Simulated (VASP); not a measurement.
# BiTe (I4mm) in VASP: notebook

BiTe is run at these levels: PBEsol; tasks: single point.

Program: VASP 6.6.1. These are calculated values, not measurements. Logs are shortened: lines on timing, memory, paths and dates and some standing lists are left out, and cuts for length are marked.

## Step 1: The cell of the first run

The structure is tetragonal, space group I4mm (No. 107). The conventional cell has a = 4.575 Å, b = 4.575 Å, c = 6.470 Å, α = 90.00°, β = 90.00°, γ = 90.00°. Within 4.0 Å of Bi (site symmetry 4mm) lie 6 Te at 3.03 to 3.44 Å. Te (site symmetry 4mm) has 6 Bi at 3.03 to 3.44 Å within 4.0 Å.

## Step 2: Single point, PBEsol (all Bi atoms moved -0.200 Å, as atom 1 along Cartesian [1 0 0])

INCAR

```
SYSTEM = BiTe
PREC = Accurate ; ENCUT = 520
EDIFF = 1E-6 ; ISMEAR = 0
SIGMA = 0.15 ; LREAL = .FALSE.
LASPH = .TRUE. ; NELM = 80
ALGO = Normal ; ISIF = 2
LWAVE = .FALSE. ; LCHARG = .FALSE.
GGA = PS ; NBANDS = 18
```

KPOINTS

```
Automatic mesh
0
G
  14 14 14
  0 0 0
```

POSCAR

```
BiTe
1.0
    0.0000000000      3.2350000000      3.2350000000
    3.2350000000      0.0000000000      3.2350000000
    3.2350000000      3.2350000000      0.0000000000
Bi Te
1 1
Direct
    0.0309119011     -0.0309119011     -0.0309119011
    0.5000000000      0.5000000000      0.5000000000
```

Potentials or basis: VASP PAW PBE potentials, release 64 (Bi_d, Te).

Launch:

```sh
$ cat potpaw_PBE.64/Bi_d/POTCAR potpaw_PBE.64/Te/POTCAR > POTCAR
$ mpirun -np 1 vasp_std > vasp.out
```

OUTCAR:

```text
SYSTEM = BiTe
   PREC = Accurate
   ENCUT = 520
   EDIFF = 1E-6
   ISMEAR = 0
   LREAL = .FALSE.
   LASPH = .TRUE.
   NELM = 80
   ISIF = 2
   GGA = PS

 ion  position               nearest neighbor table
   1  0.031  0.969  0.969-   2 3.03   2 3.24   2 3.24   2 3.24   2 3.24   2 3.44
   2  0.500  0.500  0.500-   1 3.03   1 3.24   1 3.24   1 3.24   1 3.24   1 3.44

  LATTYP: Found a face centered cubic cell.
 ALAT       =     6.4700000000

  Lattice vectors:

 A1 = (   0.0000000000,   3.2350000000,   3.2350000000)
 A2 = (   3.2350000000,   0.0000000000,   3.2350000000)
 A3 = (   3.2350000000,   3.2350000000,   0.0000000000)

Analysis of symmetry for initial positions (statically):
=====================================================================
 Subroutine PRICEL returns:
 Original cell was already a primitive cell.

 Routine SETGRP: Setting up the symmetry group for a
 face centered cubic supercell.

 Subroutine GETGRP returns: Found  8 space group operations
 (whereof  8 operations were pure point group operations)
 out of a pool of 48 trial point group operations.

The static configuration has the point symmetry C_4v.

Analysis of symmetry for dynamics (positions and initial velocities):
=====================================================================
 Subroutine PRICEL returns:
 Original cell was already a primitive cell.

 Routine SETGRP: Setting up the symmetry group for a
 face centered cubic supercell.

 Subroutine GETGRP returns: Found  8 space group operations
 (whereof  8 operations were pure point group operations)
 out of a pool of 48 trial point group operations.

The dynamic configuration has the point symmetry C_4v.

 Subroutine INISYM returns: Found  8 space group operations
 (whereof  8 operations are pure point group operations),
 and found     1 'primitive' translations

----------------------------------------------------------------------------------------

                                     Primitive cell

  volume of cell :      67.7100

  direct lattice vectors                    reciprocal lattice vectors
     0.000000000  3.235000000  3.235000000    -0.154559505  0.154559505  0.154559505
     3.235000000  0.000000000  3.235000000     0.154559505 -0.154559505  0.154559505
     3.235000000  3.235000000  0.000000000     0.154559505  0.154559505 -0.154559505

  length of vectors
     4.574980874  4.574980874  4.574980874     0.267704916  0.267704916  0.267704916

  position of ions in fractional coordinates (direct lattice)
     0.030911901  0.969088099  0.969088099
     0.500000000  0.500000000  0.500000000

  ion indices of the primitive-cell ions
   primitive index   ion index
                 1           1
                 2           2

----------------------------------------------------------------------------------------

 KPOINTS: Automatic mesh

Automatic generation of k-mesh.
 Grid dimensions read from file:
 generate k-points for:   14   14   14

 Generating k-lattice:

  Cartesian coordinates                     Fractional coordinates (reciprocal lattice)
    -0.011039965  0.011039965  0.011039965     0.071428571  0.000000000  0.000000000
     0.011039965 -0.011039965  0.011039965     0.000000000  0.071428571  0.000000000
     0.011039965  0.011039965 -0.011039965     0.000000000  0.000000000  0.071428571

  Length of vectors
     0.019121780  0.019121780  0.019121780

  Shift w.r.t. Gamma in fractional coordinates (k-lattice)
     0.000000000  0.000000000  0.000000000

 Subroutine IBZKPT returns following result:
 ===========================================

 Found    244 irreducible k-points:

 Following reciprocal coordinates:
            Coordinates               Weight
  0.000000  0.000000  0.000000      1.000000
  0.071429  0.000000  0.000000      8.000000
  0.142857  0.000000  0.000000      8.000000
  0.214286  0.000000  0.000000      8.000000
  0.285714  0.000000  0.000000      8.000000
  0.357143  0.000000  0.000000      8.000000
[... 16 lines left out ...]
 -0.428571  0.071429  0.000000     16.000000
  0.000000 -0.428571  0.071429      8.000000
 [... further k-points ...]
   k-points           NKPTS =    244   k-points in BZ     NKDIM =    244   number of bands    NBANDS=     18
   number of dos      NEDOS =    301   number of ions     NIONS =      2
   total plane-waves  NPLWV =  46656
   dimension x,y,z NGX =    36 NGY =   36 NGZ =   36
   dimension x,y,z NGXF=    72 NGYF=   72 NGZF=   72
   ions per type =               1   1
   NGX,Y,Z   is equivalent  to a cutoff of  13.08, 13.08, 13.08 a.u.
   NGXF,Y,Z  is equivalent  to a cutoff of  26.16, 26.16, 26.16 a.u.
 SYSTEM =  BiTe
   PREC   = accura    normal or accurate (medium, high low for compatibility)
   ISTART =      0    job   : 0-new  1-cont  2-samecut
   ICHARG =      2    charge: 1-file 2-atom 10-const
   ISPIN  =      1    spin polarized calculation?
   LNONCOLLINEAR =      F non collinear calculations
   LSORBIT =      F    spin-orbit coupling
   LASPH  =      T    aspherical Exc in radial PAW
   ENCUT  =  520.0 eV  38.22 Ry    6.18 a.u.   8.51  8.51  8.51*2*pi/ulx,y,z
   NELM   =     80;   NELMIN=  2; NELMDL= -5     # of ELM steps
   EDIFF  = 0.1E-05   stopping-criterion for ELM
   LREAL  =      F    real-space projection
   EDIFFG = 0.1E-04   stopping-criterion for IOM
   NSW    =      0    number of steps for IOM
   IBRION =     -1    ionic relax: 0-MD 1-quasi-New 2-CG
   NFREE  =      0    steps in history (QN), initial steepest desc. (CG)
   ISIF   =      2    stress and relaxation
   ISYM   =      2    0-nonsym 1-usesym 2-fastsym
   POTIM  = 0.5000    time-step for ionic-motion
   TEBEG  =    0.0;   TEEND  =   0.0 temperature during run
   PSTRESS=    0.0 pullay stress
   NELECT =      21.0000    total number of electrons
   NUPDOWN=      -1.0000    fix difference up-down
   EMIN   =  10.00;   EMAX   =-10.00  energy-range for DOS
   EFERMI =   0.00;   METHOD = LEGACY
   ISMEAR =     0;   SIGMA  =   0.15  broadening in eV -4-tet -1-fermi 0-gaus
   EFERMI_NEDOS =   21; number of points for ismear=-14 and -15
   IALGO  =     38    algorithm
   IMIX   =      4    mixing-type and parameters
     AMIX     =   0.40;   BMIX     =  1.00
     AMIX_MAG =   1.60;   BMIX_MAG =  1.00
  volume/ion in A,a.u.               =      33.86       228.46
  Fermi-wavevector in a.u.,A,eV,Ry     =   1.108146  2.094092 16.707785  1.227988
  Thomas-Fermi vector in A             =   2.244669
   LORBIT       =      0    0 simple, 1 ext, 2 COOP (PROOUT), +10 PAW based schemes
   GGA     = PS    functional components
   LHFCALC =     F    Hartree Fock is set to
   AEXX    =    0.0000 exact exchange contribution
   IVDW    =     0    specifies the selected vdW correction
   LEPSILON=     F    determine dielectric tensor
   LRPA    =     F    only Hartree local field effects (RPA)
 non-spin polarized calculation
 Gauss-broadening in eV      SIGMA  =   0.15
  energy-cutoff  :      520.00
  volume of cell :       67.71
 maximum number of plane-waves:      1845
 NGX is ok and might be reduce to    36
   NGX = 17   NGY = 17   NGZ = 17

 number of electron      21.0000001 magnetization

 Free energy of the ion-electron system (eV)
  ---------------------------------------------------
  ext. energy  EPLUGINS =         0.00000000
  ---------------------------------------------------
  free energy    TOTEN  =        -7.93417728 eV

  energy without entropy =       -7.91819925  energy(sigma->0) =       -7.92618827

 E-fermi :   6.5554     XC(G=0):  -9.5875

 val. band max:        6.5544843113   @ k =   0.4286   0.1429   0.0714
 cond. band min:       6.5567258107   @ k =   0.1429   0.0714   0.2143
 fundamental gap:      0.0022414994
 Fermi energy:         6.5553514551

 k-point     1 :       0.0000    0.0000    0.0000
  band No.  band energies     occupation
      1     -16.5751      2.00000
      2     -16.5606      2.00000
      3     -16.5606      2.00000
      4     -16.5495      2.00000
      5     -16.5453      2.00000
      6      -7.0869      2.00000
[... 10 lines left out ...]
     17      12.4423      0.00000
     18      12.9018      0.00000

 k-point     2 :       0.0714    0.0000    0.0000
  band No.  band energies     occupation
      1     -16.5753      2.00000
      2     -16.5605      2.00000
      3     -16.5604      2.00000
      4     -16.5496      2.00000
      5     -16.5451      2.00000
      6      -7.0415      2.00000
[... 10 lines left out ...]
     17      12.7858      0.00000
     18      13.2832      0.00000

 k-point     3 :       0.1429    0.0000    0.0000
  band No.  band energies     occupation
      1     -16.5758      2.00000
      2     -16.5600      2.00000
      3     -16.5597      2.00000
      4     -16.5499      2.00000
      5     -16.5445      2.00000
      6      -6.9059      2.00000
[... 10 lines left out ...]
     17      13.6082      0.00000
     18      14.0976      0.00000

 k-point     4 :       0.2143    0.0000    0.0000
  band No.  band energies     occupation
      1     -16.5766      2.00000
      2     -16.5594      2.00000
      3     -16.5590      2.00000
      4     -16.5501      2.00000
      5     -16.5436      2.00000
      6      -6.6826      2.00000
[... 10 lines left out ...]
     17      14.6437      0.00000
     18      15.1090      0.00000

 k-point     5 :       0.2857    0.0000    0.0000
  band No.  band energies     occupation
      1     -16.5775      2.00000
      2     -16.5586      2.00000
      3     -16.5586      2.00000
      4     -16.5499      2.00000
      5     -16.5425      2.00000
      6      -6.3765      2.00000
[... 10 lines left out ...]
     17      15.6089      0.00000
     18      16.2480      0.00000

 k-point     6 :       0.3571    0.0000    0.0000
  band No.  band energies     occupation
      1     -16.5784      2.00000
      2     -16.5586      2.00000
      3     -16.5580      2.00000
      4     -16.5494      2.00000
      5     -16.5415      2.00000
      6      -5.9973      2.00000
[... 10 lines left out ...]
     17      15.8219      0.00000
     18      17.1888      0.00000

 k-point     7 :       0.4286    0.0000    0.0000
  band No.  band energies     occupation
      1     -16.5790      2.00000
      2     -16.5588      2.00000
      3     -16.5575      2.00000
      4     -16.5488      2.00000
      5     -16.5408      2.00000
      6      -5.5734      2.00000
[... 10 lines left out ...]
     17      15.0859      0.00000
     18      16.3462      0.00000

 k-point     8 :       0.5000    0.0000    0.0000
  band No.  band energies     occupation
      1     -16.5792      2.00000
      2     -16.5589      2.00000
      3     -16.5573      2.00000
      4     -16.5485      2.00000
      5     -16.5405      2.00000
      6      -5.2882      2.00000
[... 10 lines left out ...]
     17      14.6728      0.00000
     18      15.6650      0.00000
[... 229 lines left out ...]
     17      15.1480      0.00000
     18      16.2073      0.00000

 k-point    20 :       0.0000    0.4286    0.0714
  band No.  band energies     occupation
      1     -16.5797      2.00000
      2     -16.5581      2.00000
      3     -16.5570      2.00000
      4     -16.5484      2.00000
      5     -16.5418      2.00000
      6      -5.6798      2.00000
[... 10 lines left out ...]
     17      15.1348      0.00000
     18      16.1760      0.00000

 k-point    21 :       0.5000    0.0714    0.0000
  band No.  band energies     occupation
      1     -16.5791      2.00000
      2     -16.5589      2.00000
      3     -16.5573      2.00000
      4     -16.5490      2.00000
      5     -16.5402      2.00000
      6      -5.3120      2.00000
[... 10 lines left out ...]
     17      14.8212      0.00000
     18      15.7268      0.00000

 k-point    22 :       0.0000    0.5000    0.0714
  band No.  band energies     occupation
      1     -16.5797      2.00000
      2     -16.5584      2.00000
      3     -16.5570      2.00000
      4     -16.5484      2.00000
      5     -16.5409      2.00000
      6      -5.3010      2.00000
[... 10 lines left out ...]
     17      14.7648      0.00000
     18      15.6947      0.00000

 k-point    23 :      -0.4286    0.0714    0.0000
  band No.  band energies     occupation
      1     -16.5792      2.00000
      2     -16.5588      2.00000
      3     -16.5572      2.00000
      4     -16.5489      2.00000
      5     -16.5406      2.00000
      6      -5.4115      2.00000
[... 10 lines left out ...]
     17      15.1203      0.00000
     18      16.0808      0.00000

 k-point    24 :       0.0000   -0.4286    0.0714
  band No.  band energies     occupation
      1     -16.5793      2.00000
      2     -16.5584      2.00000
      3     -16.5574      2.00000
      4     -16.5490      2.00000
      5     -16.5405      2.00000
      6      -5.4138      2.00000
[... 10 lines left out ...]
     17      15.1044      0.00000
     18      16.1042      0.00000

 [... further k-points ...]
[... 5 lines left out ...]
  --------------------------------------------------------------------------------------
  -------------------------------------------------------------------------------------
  Total       -0.1652976     -0.5721419     -0.5721419      0.0000000     -0.0000000      0.0000000
  in kB       -3.9113278    -13.5382167    -13.5382167      0.0000000     -0.0000000      0.0000000
  external PRESSURE =     -10.3292537 kB  Pullay stress =       0.0000000 kB

 VOLUME and BASIS-vectors are now :
 -----------------------------------------------------------------------------
  energy-cutoff  :      520.00
  volume of cell :       67.71
      direct lattice vectors                 reciprocal lattice vectors
     0.000000000  3.235000000  3.235000000    -0.154559505  0.154559505  0.154559505
     3.235000000  0.000000000  3.235000000     0.154559505 -0.154559505  0.154559505
     3.235000000  3.235000000  0.000000000     0.154559505  0.154559505 -0.154559505

 POSITION                                       TOTAL-FORCE (eV/Angst)
 -----------------------------------------------------------------------------------
      6.27000      3.23500      3.23500         0.505028      0.000000      0.000000
      3.23500      3.23500      3.23500        -0.505028      0.000000      0.000000
 -----------------------------------------------------------------------------------
    total drift:                               -0.000207     -0.000000     -0.000000

  FREE ENERGIE OF THE ION-ELECTRON SYSTEM (eV)
  ---------------------------------------------------
  free  energy   TOTEN  =        -7.9341772793 eV

  energy  without entropy=       -7.9181992527  energy(sigma->0) =       -7.92618827
```

It took 4.6 min on 1 thread of Intel Xeon Platinum 8259CL at 2.50GHz (Skylake/Cascade Lake), shared host; peak memory 0.43 GiB.

What came out:

- Free energy: -7.9342 eV
- Pressure: -1.0 GPa
- Largest force: 0.505 eV/Å
- Band gap on the k mesh: zero (an odd number of electrons rules out a gap without spin polarisation)

Forces in eV/Å, atoms in the order of the input:
```
Bi   0.505  0.000  0.000
Te  -0.505  0.000  0.000
```

Caveat: the cell differs from its parent crystal (all Bi atoms moved -0.200 Å, as atom 1 along Cartesian [1 0 0]); the PAW data sets were made with another functional, which shifts forces and pressure a little; spin-orbit coupling is left out, which moves the levels of the heavy elements.

## Step 3: Single point, PBEsol (all Bi atoms moved +0.150 Å, as atom 1 along Cartesian [1 0 0])

INCAR

```
PREC = Accurate
ENCUT = 520
EDIFF = 1E-6
ISMEAR = 0
SIGMA = 0.15
LREAL = False
LASPH = True
NELM = 60
ALGO = Normal
ISIF = 2
LWAVE = False
LCHARG = False
GGA = PS
NBANDS = 18
```

KPOINTS

```
Automatic mesh
0
Gamma
  14 14 14
```

POSCAR: that of step 2 with these lines changed.

```diff
@@ -8,3 +8,3 @@
 Direct
-    0.0309119011     -0.0309119011     -0.0309119011
+   -0.0231839258      0.0231839258      0.0231839258
     0.5000000000      0.5000000000      0.5000000000
```

Potentials or basis: VASP PAW PBE potentials, release 64 (Bi_d, Te).

Launch:

```sh
$ cat potpaw_PBE.64/Bi_d/POTCAR potpaw_PBE.64/Te/POTCAR > POTCAR
$ mpirun -np 1 vasp_std > vasp.out
```

Run time: 4.2 min. Hardware: 1 thread of Intel Xeon Platinum 8259CL at 2.50GHz (Skylake/Cascade Lake), shared host; peak memory 0.43 GiB.

It converged, with:

```
Free energy            : -7.9558 eV
Pressure               : -1.3 GPa
Largest force          : 0.364 eV/Å
Band gap on the k mesh : zero (an odd number of electrons rules out a gap without spin polarisation)
```

Forces in eV/Å, atoms in the order of the input:
```
Bi  -0.364  0.000  0.000
Te   0.364  0.000  0.000
```

Stress tensor (GPa, compression positive):
```
-0.98  0.00  0.00
 0.00 -1.52  0.00
 0.00  0.00 -1.52
```

Levels at points of the mesh, in eV from the Fermi level:
```tsv
k point	band 8	band 9	band 10	band 11	band 12	band 13
(0.00, 0.00, 0.00)	-2.64	-2.54	-2.54	2.01	2.01	2.16
(0.50, 0.00, 0.00)	-2.11	-1.96	-1.71	-0.83	-0.64	-0.48
(0.50, 0.50, 0.00)	-5.71	-4.07	-4.02	1.92	3.61	3.75
(0.00, 0.50, 0.50)	-5.66	-4.05	-4.05	2.14	3.56	3.56
```

Caveat: the cell differs from its parent crystal (all Bi atoms moved +0.150 Å, as atom 1 along Cartesian [1 0 0]); the PAW data sets were made with another functional, which shifts forces and pressure a little; spin-orbit coupling is left out, which moves the levels of the heavy elements.
